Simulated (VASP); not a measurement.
# Na5SrNbAs4 (P1) in VASP: further runs

Na5SrNbAs4 is run at these levels: LDA; tasks: single point.

Everything below comes from runs of VASP 6.6.1. Logs are shortened: lines on timing, memory, paths and dates and some standing lists are left out, and cuts for length are marked.

## Step 1: The cell of the first run

The typed cell holds 22 atoms: a = 9.614 Å, b = 9.614 Å, c = 7.559 Å, α = 90.02°, β = 90.02°, γ = 120.11°.

## Step 2: Single point, LDA

Input file INCAR:

```
SYSTEM = Na5SrNbAs4
  PREC = Accurate
  ENCUT = 400
  EDIFF = 1E-6
  ISMEAR = -1
  SIGMA = 0.05
  LREAL = .FALSE.
  LASPH = .TRUE.
  NELM = 120
  ALGO = Normal
  ISIF = 2
  LWAVE = .FALSE.
  LCHARG = .FALSE.
  NBANDS = 95
  GGA_COMPAT = .FALSE.
```

Input file KPOINTS:

```
Automatic mesh
0
G
  1 1 1
  0 0 0
```

Input file POSCAR:

```
Na5SrNbAs4
1.0
    4.7994160000     -8.3308930000      0.0000000000
    4.7994160000      8.3308930000      0.0000000000
   -0.0046410000      0.0000000000      7.5592420000
Na Sr Nb As
10 2 2 8
Direct
    0.4915168588      0.5515344343      0.6113046784
    0.0495517878      0.5097905641      0.6284492546
    0.5121858992      0.4382202391      0.1280816251
    0.5153833193      0.1214159499      0.1432021888
    0.8736318512      0.1435540553      0.7968788405
    0.2841238723      0.1565024997      0.7863089976
    0.7935562208      0.6284358670      0.7824990918
    0.1441180083      0.8834025004      0.2582137204
    0.7295330427      0.8580546790      0.3003475745
    0.1225557806      0.2887204403      0.3847608001
    0.4494363122      0.9384355107      0.5546720161
    0.9751475068      0.4580840900      0.1238219388
    0.6464267116      0.3249965840      0.5094822999
    0.3652880760      0.6977494339     -0.0087839495
    0.6505106889      0.3183374153      0.8414335723
    0.3231180639      0.6661425152      0.3173995488
    0.2162754609      0.8402661904      0.9012940715
    0.6249607254      0.7904291812      0.8931186487
    0.2128702933      0.4025498391      0.8742146369
    0.7856109475      0.1658814659      0.4110994198
    0.3674555022      0.2050719498      0.4088372882
    0.8096946340      0.6015056679      0.3958862542
```

Potentials or basis: VASP PAW LDA potentials, release 64 (Na_pv, Sr_sv, Nb_sv, As).

The run is started by

```sh
> cat potpaw_LDA.64/Na_pv/POTCAR potpaw_LDA.64/Sr_sv/POTCAR potpaw_LDA.64/Nb_sv/POTCAR potpaw_LDA.64/As/POTCAR > POTCAR
> mpirun -np 1 vasp_gam > vasp.out
```

OUTCAR:

```text
SYSTEM = Na5SrNbAs4
   PREC = Accurate
   ENCUT = 400
   EDIFF = 1E-6
   ISMEAR = -1
   LREAL = .FALSE.
   LASPH = .TRUE.
   NELM = 120
   ISIF = 2

 ion  position               nearest neighbor table
   1  0.492  0.552  0.611-  11 3.96
   2  0.050  0.510  0.628-  12 3.80  12 3.87
   3  0.512  0.438  0.128-
   4  0.515  0.121  0.143-  21 2.80  15 2.83  11 3.47  12 3.96
   5  0.874  0.144  0.797-  12 3.64
   6  0.284  0.157  0.786-  19 2.85  11 3.65
   7  0.794  0.628  0.782-  15 2.62  12 3.91
   8  0.144  0.883  0.258-  11 3.52  12 3.70
   9  0.730  0.858  0.300-  20 2.85  11 3.69
  10  0.123  0.289  0.385-  20 2.84  21 2.85  12 3.30
  11  0.449  0.938  0.555-  16 2.89  20 3.05  21 3.23  13 3.23  17 3.27   4 3.47   8 3.52   6 3.65
                             9 3.69  18 3.72  15 3.83  14 3.88   1 3.96
  12  0.975  0.458  0.124-  19 3.21  16 3.26  20 3.29  22 3.30  10 3.30  14 3.42  15 3.45  17 3.63
                             5 3.64   8 3.70   2 3.80   2 3.87   7 3.91   4 3.96  13 4.01
  13  0.646  0.325  0.509-  21 2.45  22 2.47  15 2.51  20 2.60  11 3.23  12 4.01
  14  0.365  0.698  0.991-  18 2.31  16 2.49  17 2.52  19 2.61  12 3.42  11 3.88
  15  0.651  0.318  0.841-  13 2.51   7 2.62   4 2.83  12 3.45  11 3.83
  16  0.323  0.666  0.317-  14 2.49  11 2.89  12 3.26
  17  0.216  0.840  0.901-  14 2.52  11 3.27  12 3.63
  18  0.625  0.790  0.893-  14 2.31  11 3.72
  19  0.213  0.403  0.874-  14 2.61   6 2.85  12 3.21
  20  0.786  0.166  0.411-  13 2.60  10 2.84   9 2.85  11 3.05  12 3.29
  21  0.367  0.205  0.409-  13 2.45   4 2.80  10 2.85  11 3.23
  22  0.810  0.602  0.396-  13 2.47  12 3.30

  LATTYP: Found a base centered monoclinic cell.
 ALAT       =     9.5988320000
 B/A-ratio  =     1.7358138990
 C/A-ratio  =     0.7875170046
 COS(beta)  =    -0.0006139503

  Lattice vectors:

 A1 = (   4.7994160000,  -8.3308930000,   0.0000000000)
 A2 = (   4.7994160000,   8.3308930000,   0.0000000000)
 A3 = (  -0.0046410000,   0.0000000000,   7.5592420000)

Analysis of symmetry for initial positions (statically):
=====================================================================
 Subroutine PRICEL returns:
 Original cell was already a primitive cell.

 Routine SETGRP: Setting up the symmetry group for a
 base centered monoclinic supercell.

 Subroutine GETGRP returns: Found  1 space group operations
 (whereof  1 operations were pure point group operations)
 out of a pool of  4 trial point group operations.

The static configuration has the point symmetry C_1 .

Analysis of symmetry for dynamics (positions and initial velocities):
=====================================================================
 Subroutine PRICEL returns:
 Original cell was already a primitive cell.

 Routine SETGRP: Setting up the symmetry group for a
 base centered monoclinic supercell.

 Subroutine GETGRP returns: Found  1 space group operations
 (whereof  1 operations were pure point group operations)
 out of a pool of  4 trial point group operations.

The dynamic configuration has the point symmetry C_1 .

 Subroutine INISYM returns: Found  1 space group operations
 (whereof  1 operations are pure point group operations),
 and found     1 'primitive' translations

----------------------------------------------------------------------------------------

                                     Primitive cell

  volume of cell :     604.4887

  direct lattice vectors                    reciprocal lattice vectors
     4.799416000 -8.330893000  0.000000000     0.104179342 -0.060017576  0.000063961
     4.799416000  8.330893000  0.000000000     0.104179342  0.060017576  0.000063961
    -0.004641000  0.000000000  7.559242000     0.000000000  0.000000000  0.132288396

  length of vectors
     9.614477215  9.614477215  7.559243425     0.120230814  0.120230814  0.132288396

  position of ions in fractional coordinates (direct lattice)
     0.491516859  0.551534434  0.611304678
     0.049551788  0.509790564  0.628449255
     0.512185899  0.438220239  0.128081625
     0.515383319  0.121415950  0.143202189
     0.873631851  0.143554055  0.796878840
     0.284123872  0.156502500  0.786308998
[... 14 lines left out ...]
     0.367455502  0.205071950  0.408837288
     0.809694634  0.601505668  0.395886254

  ion indices of the primitive-cell ions
   primitive index   ion index
                 1           1
                 2           2
                 3           3
                 4           4
                 5           5
                 6           6
[... 14 lines left out ...]
                21          21
                22          22

----------------------------------------------------------------------------------------

 KPOINTS: Automatic mesh

Automatic generation of k-mesh.
 Grid dimensions read from file:
 generate k-points for:    1    1    1

 Generating k-lattice:

  Cartesian coordinates                     Fractional coordinates (reciprocal lattice)
     0.104179342 -0.060017576  0.000063961     1.000000000 -0.000000000  0.000000000
     0.104179342  0.060017576  0.000063961    -0.000000000  1.000000000  0.000000000
     0.000000000  0.000000000  0.132288396     0.000000000  0.000000000  1.000000000

  Length of vectors
     0.120230814  0.120230814  0.132288396

  Shift w.r.t. Gamma in fractional coordinates (k-lattice)
     0.000000000  0.000000000  0.000000000

 Subroutine IBZKPT returns following result:
 ===========================================

 Found      1 irreducible k-points:

 Following reciprocal coordinates:
            Coordinates               Weight
  0.000000  0.000000  0.000000      1.000000
   k-points           NKPTS =      1   k-points in BZ     NKDIM =      1   number of bands    NBANDS=     95
   number of dos      NEDOS =    301   number of ions     NIONS =     22
   total plane-waves  NPLWV = 204800
   dimension x,y,z NGX =    64 NGY =   64 NGZ =   50
   dimension x,y,z NGXF=   128 NGYF=  128 NGZF=  100
   ions per type =              10   2   2   8
   NGX,Y,Z   is equivalent  to a cutoff of  11.07, 11.07, 11.00 a.u.
   NGXF,Y,Z  is equivalent  to a cutoff of  22.13, 22.13, 21.99 a.u.
 SYSTEM =  Na5SrNbAs4
   PREC   = accura    normal or accurate (medium, high low for compatibility)
   ISTART =      0    job   : 0-new  1-cont  2-samecut
   ICHARG =      2    charge: 1-file 2-atom 10-const
   ISPIN  =      1    spin polarized calculation?
   LNONCOLLINEAR =      F non collinear calculations
   LSORBIT =      F    spin-orbit coupling
   LASPH  =      T    aspherical Exc in radial PAW
   ENCUT  =  400.0 eV  29.40 Ry    5.42 a.u.  15.68 15.68 12.33*2*pi/ulx,y,z
   NELM   =    120;   NELMIN=  2; NELMDL= -5     # of ELM steps
   EDIFF  = 0.1E-05   stopping-criterion for ELM
   LREAL  =      F    real-space projection
   EDIFFG = 0.1E-04   stopping-criterion for IOM
   NSW    =      0    number of steps for IOM
   IBRION =     -1    ionic relax: 0-MD 1-quasi-New 2-CG
   NFREE  =      0    steps in history (QN), initial steepest desc. (CG)
   ISIF   =      2    stress and relaxation
   ISYM   =      2    0-nonsym 1-usesym 2-fastsym
   POTIM  = 0.5000    time-step for ionic-motion
   TEBEG  =    0.0;   TEEND  =   0.0 temperature during run
   PSTRESS=    0.0 pullay stress
   NELECT =     156.0000    total number of electrons
   NUPDOWN=      -1.0000    fix difference up-down
   EMIN   =  10.00;   EMAX   =-10.00  energy-range for DOS
   EFERMI =   0.00;   METHOD = LEGACY
   ISMEAR =    -1;   SIGMA  =   0.05  broadening in eV -4-tet -1-fermi 0-gaus
   EFERMI_NEDOS =   21; number of points for ismear=-14 and -15
   IALGO  =     38    algorithm
   IMIX   =      4    mixing-type and parameters
     AMIX     =   0.40;   BMIX     =  1.00
     AMIX_MAG =   1.60;   BMIX_MAG =  1.00
  volume/ion in A,a.u.               =      27.48       185.42
  Fermi-wavevector in a.u.,A,eV,Ry     =   1.042286  1.969635 14.780831  1.086360
  Thomas-Fermi vector in A             =   2.176945
   LORBIT       =      0    0 simple, 1 ext, 2 COOP (PROOUT), +10 PAW based schemes
   GGA     = CA    functional components
   LHFCALC =     F    Hartree Fock is set to
   AEXX    =    0.0000 exact exchange contribution
   IVDW    =     0    specifies the selected vdW correction
   LEPSILON=     F    determine dielectric tensor
   LRPA    =     F    only Hartree local field effects (RPA)
 non-spin polarized calculation
  energy-cutoff  :      400.00
  volume of cell :      604.49
 maximum number of plane-waves:      5501
 NGX is ok and might be reduce to    64
   NGX = 31   NGY = 31   NGZ = 25

 number of electron     155.9999984 magnetization

 Free energy of the ion-electron system (eV)
  ---------------------------------------------------
  ext. energy  EPLUGINS =         0.00000000
  ---------------------------------------------------
  free energy    TOTEN  =       -94.85674025 eV

  energy without entropy =      -94.85672293  energy(sigma->0) =      -94.85673159

 E-fermi :   2.1566     XC(G=0):  -8.4200

 val. band max:        1.5576472834   @ k =   0.0000   0.0000   0.0000
 cond. band min:       2.7547228446   @ k =   0.0000   0.0000   0.0000
 fundamental gap:      1.1970755613
 Fermi energy:         2.1566256676

 k-point     1 :       0.0000    0.0000    0.0000
  band No.  band energies     occupation
      1     -52.7498      2.00000
      2     -52.4482      2.00000
      3     -33.3353      2.00000
      4     -32.9684      2.00000
      5     -29.0608      2.00000
      6     -29.0359      2.00000
[... 82 lines left out ...]
     89       4.3103      0.00000
     90       4.4661      0.00000
 [bands above 90 left out]

------------------------ aborting loop because EDIFF is reached ----------------------------------------

  FORCE on cell =-STRESS in cart. coord.  units (eV):
  Direction    XX          YY          ZZ          XY          YZ          ZX
  --------------------------------------------------------------------------------------
  -------------------------------------------------------------------------------------
  Total       -5.3787122     -6.9413163    -10.2845074      1.0862592      0.7273644     -0.5398715
  in kB      -14.2560987    -18.3977292    -27.2587466      2.8790942      1.9278554     -1.4309115
  external PRESSURE =     -19.9708582 kB  Pullay stress =       0.0000000 kB

 VOLUME and BASIS-vectors are now :
 -----------------------------------------------------------------------------
  energy-cutoff  :      400.00
  volume of cell :      604.49
      direct lattice vectors                 reciprocal lattice vectors
     4.799416000 -8.330893000  0.000000000     0.104179342 -0.060017576  0.000063961
     4.799416000  8.330893000  0.000000000     0.104179342  0.060017576  0.000063961
    -0.004641000  0.000000000  7.559242000     0.000000000  0.000000000  0.132288396

 POSITION                                       TOTAL-FORCE (eV/Angst)
 -----------------------------------------------------------------------------------
      5.00320      0.50000      4.62100        -0.389926      0.325828     -0.151203
      2.68160      3.83420      4.75060         0.299216      0.233916     -0.034318
      4.56080     -0.61620      0.96820         0.274127      0.441232     -0.165170
      3.05560     -3.28210      1.08250        -0.159967     -0.629991     -0.572870
      4.87820     -6.08220      6.02380        -0.313171      0.118916     -0.033052
      2.11110     -1.06320      5.94390         0.074382     -0.088895      0.095472
[... 14 lines left out ...]
      2.74590     -1.35280      3.09050        -0.052621     -0.219234      0.157469
      6.77110     -1.73440      2.99260        -0.500225     -0.293486     -0.022814
 -----------------------------------------------------------------------------------
    total drift:                                0.000193      0.000740      0.000436

  FREE ENERGIE OF THE ION-ELECTRON SYSTEM (eV)
  ---------------------------------------------------
  free  energy   TOTEN  =       -94.8567402550 eV

  energy  without entropy=      -94.8567229301  energy(sigma->0) =      -94.85673159
```

It took 94 s on 1 thread of AMD EPYC 7R43 (Zen 3), shared host; peak memory 0.32 GiB.

What came out:

```yaml
Free_energy: -94.8567 eV
Pressure: -2.0 GPa
Largest_force: 2.682 eV/Å
```

Forces in eV/Å, atoms in the order of the input:
```
Na  -0.390  0.326 -0.151
Na   0.299  0.234 -0.034
Na   0.274  0.441 -0.165
Na  -0.160 -0.630 -0.573
Na  -0.313  0.119 -0.033
Na   0.074 -0.089  0.095
Na   1.091  0.267  0.166
Na  -0.290 -0.062  0.000
Na  -0.354  0.049 -0.279
Na   0.342 -0.346  0.067
Sr  -0.150 -0.146  1.373
Sr  -0.044  0.597 -0.090
Nb   1.155 -0.852  0.495
Nb  -2.610  0.590  0.179
As  -0.284 -0.402 -0.662
As  -0.119 -0.399 -0.225
As  -0.065 -0.737 -0.212
As   1.446 -0.313 -0.470
As   0.339  0.833  0.423
As   0.313  1.032 -0.038
As  -0.053 -0.219  0.157
As  -0.500 -0.293 -0.023
```

Levels at points of the mesh, in eV from the Fermi level:
```csv
k point,band 74,band 75,band 76,band 77,band 78,band 79,band 80,band 81,band 82,band 83
"(0.00, 0.00, 0.00)",-1.09,-0.96,-0.87,-0.75,-0.60,0.60,0.77,1.00,1.21,1.31
```

Caveat: the k points lie up to 0.83 Å⁻¹ apart, too coarse for converged energies, forces and pressures; forces of over 1 eV/Å act on the atoms, so gaps and moduli don't describe the material at rest.

[end of part 1 of 2]
